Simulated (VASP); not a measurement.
# ZrB (Fm-3m) in VASP: settings compared, part 2 of 2

VASP 6.6.1. The steps go on from the part before.

## (4) Single point, r2SCAN

This run uses another cell than the first one, of 12.57 Å³/atom, 0.842 times its volume.

File POSCAR:

```
ZrB
1.0
    0.0000000000      2.3250013489      2.3250013489
    2.3250013489      0.0000000000      2.3250013489
    2.3250013489      2.3250013489      0.0000000000
Zr B
1 1
Direct
    0.5000000000      0.5000000000      0.5000000000
    0.0000000000      0.0000000000      0.0000000000
```

File INCAR.step1:

```
  PREC = Accurate
  ENCUT = 550
  ISMEAR = 0
  SIGMA = 0.05
  LREAL = False
  LASPH = True
  NELM = 120
  NBANDS = 14
  GGA = PE
  ALGO = Normal
  EDIFF = 1E-5
  LWAVE = True
  LCHARG = False
  GGA_COMPAT = False
```

File INCAR.step2:

```
  PREC = Accurate
  ENCUT = 550
  EDIFF = 1E-6
  ISMEAR = 0
  SIGMA = 0.05
  LREAL = False
  LASPH = True
  NELM = 120
  ALGO = Normal
  ISIF = 2
  LWAVE = False
  LCHARG = False
  METAGGA = R2SCAN
  LMIXTAU = True
  NBANDS = 14
  ISTART = 1
  GGA_COMPAT = False
```

File KPOINTS:

```
regular mesh
0
Gamma
  8 8 8
```

Potentials or basis: VASP PAW PBE potentials, release 64 (Zr_sv, B).

Started as:

```
cat potpaw_PBE.64/Zr_sv/POTCAR potpaw_PBE.64/B/POTCAR > POTCAR
cp INCAR.step1 INCAR
mpirun -np 1 vasp_std > vasp.out
cp INCAR.step2 INCAR
mpirun -np 1 vasp_std > vasp.out
```

OUTCAR:

```text
PREC = Accurate
   ENCUT = 550
   EDIFF = 1E-6
   ISMEAR = 0
   LREAL = False
   LASPH = True
   NELM = 120
   ISIF = 2
   METAGGA = R2SCAN
   ISTART = 1

 ion  position               nearest neighbor table
   1  0.500  0.500  0.500-   2 2.33   2 2.33   2 2.33   2 2.33   2 2.33   2 2.33
   2  0.000  0.000  0.000-   1 2.33   1 2.33   1 2.33   1 2.33   1 2.33   1 2.33

  LATTYP: Found a face centered cubic cell.
 ALAT       =     4.6500026978

  Lattice vectors:

 A1 = (   0.0000000000,   2.3250013489,   2.3250013489)
 A2 = (   2.3250013489,   0.0000000000,   2.3250013489)
 A3 = (   2.3250013489,   2.3250013489,   0.0000000000)

Analysis of symmetry for initial positions (statically):
=====================================================================
 Subroutine PRICEL returns:
 Original cell was already a primitive cell.

 Routine SETGRP: Setting up the symmetry group for a
 face centered cubic supercell.

 Subroutine GETGRP returns: Found 48 space group operations
[... 9 lines left out ...]

 Routine SETGRP: Setting up the symmetry group for a
 face centered cubic supercell.

 Subroutine GETGRP returns: Found 48 space group operations
[... 11 lines left out ...]
                                     Primitive cell

  volume of cell :      25.1362

  direct lattice vectors                    reciprocal lattice vectors
     0.000000000  2.325001349  2.325001349    -0.215053639  0.215053639  0.215053639
     2.325001349  0.000000000  2.325001349     0.215053639 -0.215053639  0.215053639
     2.325001349  2.325001349  0.000000000     0.215053639  0.215053639 -0.215053639

  length of vectors
     3.288048440  3.288048440  3.288048440     0.372483829  0.372483829  0.372483829

  position of ions in fractional coordinates (direct lattice)
     0.500000000  0.500000000  0.500000000
     0.000000000  0.000000000  0.000000000

  ion indices of the primitive-cell ions
   primitive index   ion index
                 1           1
                 2           2

----------------------------------------------------------------------------------------

 KPOINTS: regular mesh

Automatic generation of k-mesh.
 Grid dimensions read from file:
 generate k-points for:    8    8    8

 Generating k-lattice:

  Cartesian coordinates                     Fractional coordinates (reciprocal lattice)
    -0.026881705  0.026881705  0.026881705     0.125000000  0.000000000  0.000000000
     0.026881705 -0.026881705  0.026881705     0.000000000  0.125000000  0.000000000
     0.026881705  0.026881705 -0.026881705     0.000000000  0.000000000  0.125000000

  Length of vectors
     0.046560479  0.046560479  0.046560479

  Shift w.r.t. Gamma in fractional coordinates (k-lattice)
     0.000000000  0.000000000  0.000000000

 Subroutine IBZKPT returns following result:
 ===========================================

 Found     29 irreducible k-points:

 Following reciprocal coordinates:
            Coordinates               Weight
  0.000000  0.000000  0.000000      1.000000
  0.125000  0.000000  0.000000      8.000000
  0.250000  0.000000  0.000000      8.000000
  0.375000  0.000000  0.000000      8.000000
  0.500000  0.000000  0.000000      4.000000
  0.125000  0.125000  0.000000      6.000000
[... 16 lines left out ...]
  0.500000  0.250000  0.125000     48.000000
 -0.375000  0.250000  0.125000     24.000000
 [... further k-points ...]
   k-points           NKPTS =     29   k-points in BZ     NKDIM =     29   number of bands    NBANDS=     14
   number of dos      NEDOS =    301   number of ions     NIONS =      2
   total plane-waves  NPLWV =  21952
   dimension x,y,z NGX =    28 NGY =   28 NGZ =   28
   dimension x,y,z NGXF=    56 NGYF=   56 NGZF=   56
   ions per type =               1   1
   NGX,Y,Z   is equivalent  to a cutoff of  14.16, 14.16, 14.16 a.u.
   NGXF,Y,Z  is equivalent  to a cutoff of  28.31, 28.31, 28.31 a.u.
 SYSTEM =  unknown system
   PREC   = accura    normal or accurate (medium, high low for compatibility)
   ISTART =      1    job   : 0-new  1-cont  2-samecut
   ICHARG =      0    charge: 1-file 2-atom 10-const
   ISPIN  =      1    spin polarized calculation?
   LNONCOLLINEAR =      F non collinear calculations
   LSORBIT =      F    spin-orbit coupling
   LASPH  =      T    aspherical Exc in radial PAW
   ENCUT  =  550.0 eV  40.42 Ry    6.36 a.u.   6.29  6.29  6.29*2*pi/ulx,y,z
   NELM   =    120;   NELMIN=  2; NELMDL=  0     # of ELM steps
   EDIFF  = 0.1E-05   stopping-criterion for ELM
   LREAL  =      F    real-space projection
   EDIFFG = 0.1E-04   stopping-criterion for IOM
   NSW    =      0    number of steps for IOM
   IBRION =     -1    ionic relax: 0-MD 1-quasi-New 2-CG
[... 8 lines left out ...]
   EMIN   =  10.00;   EMAX   =-10.00  energy-range for DOS
   EFERMI =   0.00;   METHOD = LEGACY
   ISMEAR =     0;   SIGMA  =   0.05  broadening in eV -4-tet -1-fermi 0-gaus
   EFERMI_NEDOS =   21; number of points for ismear=-14 and -15
   IALGO  =     38    algorithm
   IMIX   =      4    mixing-type and parameters
     AMIX     =   0.40;   BMIX     =  1.00
     AMIX_MAG =   1.60;   BMIX_MAG =  1.00
  volume/ion in A,a.u.               =      12.57        84.81
  Fermi-wavevector in a.u.,A,eV,Ry     =   1.378284  2.604579 25.846535  1.899667
  Thomas-Fermi vector in A             =   2.503360
   LORBIT       =      0    0 simple, 1 ext, 2 COOP (PROOUT), +10 PAW based schemes
   METAGGA = R2SCAN    functional components
   LHFCALC =     F    Hartree Fock is set to
   AEXX    =    0.0000 exact exchange contribution
   IVDW    =     0    specifies the selected vdW correction
   LEPSILON=     F    determine dielectric tensor
   LRPA    =     F    only Hartree local field effects (RPA)
 non-spin polarized calculation
 Gauss-broadening in eV      SIGMA  =   0.05
  energy-cutoff  :      550.00
  volume of cell :       25.14
 maximum number of plane-waves:       754
 NGX is ok and might be reduce to    28
   NGX = 13   NGY = 13   NGZ = 13

 number of electron      15.0000000 magnetization

 Free energy of the ion-electron system (eV)
  ---------------------------------------------------
  ext. energy  EPLUGINS =         0.00000000
  ---------------------------------------------------
  free energy    TOTEN  =       -30.52045785 eV

  energy without entropy =      -30.51959016  energy(sigma->0) =      -30.52002400

 E-fermi :   9.0504     XC(G=0): -13.1382

 val. band max:        8.9823157937   @ k =   0.5000   0.2500   0.0000
 cond. band min:       9.0945057742   @ k =   0.3750   0.2500   0.1250
 fundamental gap:      0.1121899806
 Fermi energy:         9.0504497210

 k-point     1 :       0.0000    0.0000    0.0000
  band No.  band energies     occupation
      1     -39.3959      2.00000
      2     -16.4273      2.00000
      3     -16.4273      2.00000
      4     -16.4273      2.00000
      5       0.0993      2.00000
      6      11.1922      0.00000
      7      11.1922      0.00000
      8      11.1922      0.00000
      9      12.8843      0.00000
     10      12.8843      0.00000
     11      13.0261      0.00000
     12      13.0261      0.00000
     13      13.0261      0.00000
     14      20.6519      0.00000

 k-point     2 :       0.1250    0.0000    0.0000
  band No.  band energies     occupation
      1     -39.3771      2.00000
      2     -16.5866      2.00000
      3     -16.4413      2.00000
      4     -16.4413      2.00000
      5       0.5410      2.00000
      6       9.9760      0.00000
      7      10.4527      0.00000
      8      10.4527      0.00000
      9      11.8807      0.00000
     10      11.8807      0.00000
     11      13.5829      0.00000
     12      15.6472      0.00000
     13      15.6472      0.00000
     14      21.7077      0.00000
[... 343 lines left out ...]
      1     -39.2594      2.00000
      2     -17.2109      2.00000
      3     -16.7692      2.00000
      4     -16.5812      2.00000
      5       3.3350      2.00000
      6       6.2512      2.00000
      7       8.0422      2.00000
      8       8.4313      2.00000
      9      13.0785      0.00000
     10      15.4840      0.00000
     11      16.3810      0.00000
     12      18.4077      0.00000
     13      20.7739      0.00000
     14      23.1666      0.00000

 k-point    24 :      -0.3750    0.2500    0.1250
  band No.  band energies     occupation
      1     -39.2438      2.00000
      2     -17.2914      2.00000
      3     -16.7952      2.00000
      4     -16.6118      2.00000
      5       3.8126      2.00000
      6       5.8358      2.00000
      7       7.9893      2.00000
      8       8.1940      2.00000
      9      14.3991      0.00000
     10      14.5712      0.00000
     11      16.3749      0.00000
     12      20.2727      0.00000
     13      20.5127      0.00000
     14      21.6884      0.00000

 [... further k-points ...]
[... 5 lines left out ...]
  --------------------------------------------------------------------------------------
  -------------------------------------------------------------------------------------
  Total        5.8025834      5.8025834      5.8025834      0.0000000      0.0000000      0.0000000
  in kB      369.8557277    369.8557277    369.8557277      0.0000000      0.0000000      0.0000000
  external PRESSURE =     369.8557277 kB  Pullay stress =       0.0000000 kB

 VOLUME and BASIS-vectors are now :
 -----------------------------------------------------------------------------
  energy-cutoff  :      550.00
  volume of cell :       25.14
      direct lattice vectors                 reciprocal lattice vectors
     0.000000000  2.325001349  2.325001349    -0.215053639  0.215053639  0.215053639
     2.325001349  0.000000000  2.325001349     0.215053639 -0.215053639  0.215053639
     2.325001349  2.325001349  0.000000000     0.215053639  0.215053639 -0.215053639

 POSITION                                       TOTAL-FORCE (eV/Angst)
 -----------------------------------------------------------------------------------
      2.32500      2.32500      2.32500        -0.000000     -0.000000     -0.000000
      0.00000      0.00000      0.00000         0.000000      0.000000      0.000000
 -----------------------------------------------------------------------------------
    total drift:                                0.000000      0.000000      0.000000

  FREE ENERGIE OF THE ION-ELECTRON SYSTEM (eV)
  ---------------------------------------------------
  free  energy   TOTEN  =       -30.5204578530 eV

  energy  without entropy=      -30.5195901559  energy(sigma->0) =      -30.52002400
```

It took 45 s on 1 thread of Intel Xeon Platinum 8488C (Sapphire Rapids), shared host; peak memory 0.17 GiB.

What came out:

| Item | Value |
| --- | --- |
| Free energy | -30.5205 eV |
| Pressure | 37.0 GPa |

Levels at points of the mesh, in eV from the Fermi level:
| k point | band 6 | band 7 | band 8 | band 9 | band 10 | band 11 |
| --- | --- | --- | --- | --- | --- | --- |
| (0.00, 0.00, 0.00) | 2.14 | 2.14 | 2.14 | 3.83 | 3.83 | 3.98 |
| (0.50, 0.00, 0.00) | -4.07 | -1.53 | -1.53 | 6.13 | 6.13 | 7.84 |
| (0.50, 0.50, 0.00) | -1.12 | -0.45 | 2.62 | 2.62 | 5.65 | 7.34 |

Caveat: the PAW data sets were made with another functional, which shifts forces and pressure a little.

## (5) Summary

```tsv
level	cell	cutoff (eV)	gap on the mesh (eV)	pressure (GPa)
PBE+D3(BJ)	a = 3.483 Å, angles 60.0°, 2 atoms	500	none	-6.0
r2SCAN+rVV10	a = 3.288 Å, angles 60.0°, 2 atoms	550	none	36.1
r2SCAN	a = 3.288 Å, angles 60.0°, 2 atoms	550	none	37.0
```

Alike in all rows: task single point; potentials or basis VASP PAW PBE potentials, release 64 (Zr_sv, B); no spin polarisation; k mesh 8 × 8 × 8; smearing gaussian 0.05 eV.

Caveats: the PAW data sets were made with another functional, which shifts forces and pressure a little (some runs); pairwise dispersion overbinds metals, which lowers pressure and volume (some runs).

Total energies depend on the potentials used, so only differences within one code and one set of settings carry meaning.
